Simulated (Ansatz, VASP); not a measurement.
One calculation of Sb, two programs

```
Sb
1.0
     3.19806   -0.18859    0.00321
    -1.76235    3.12411   -0.06539
     0.00529   -0.12121    5.63706
Sb
2
Direct
  0.32947 0.72169 0.23051
  0.67053 0.27831 0.76949
```

Change from the starting cell: all atoms moved at random, sigma 0.1 Å a component, cell strained at random, sigma 0.1; relaxed back.

Alike in both runs: task relaxation of cell and atoms; functional PBEsol; k mesh 12 × 12 × 6; occupations gaussian, width 0.15 eV; no spin polarisation.

```csv
,VASP,Ansatz
version,VASP 6.6.1,Ansatz 0.2.0
potentials or method,"VASP PAW PBE potentials, release 64 (Sb), cutoff 600 eV","scalar-relativistic, plane waves, PAW"
valence electrons in the cell,10,30
```

```tsv
	VASP	Ansatz	Ansatz less VASP
gap on the k mesh at the Fermi level, each at its own relaxed structure (eV)	none	none	-
relaxed volume (Å³/atom)	28.75	28.70	-0.056
relaxed cell length with the largest relative difference (Å)	4.335	4.327	-0.0082
```

VASP's potentials were made for PBE, not for PBEsol. A gap of «none» marks a metal or a gap that the smearing closes. VASP's potentials hold 10 valence electrons a cell and Ansatz's 30, so a difference there can come from the potentials and not from the codes.

Spin-orbit coupling is off throughout.
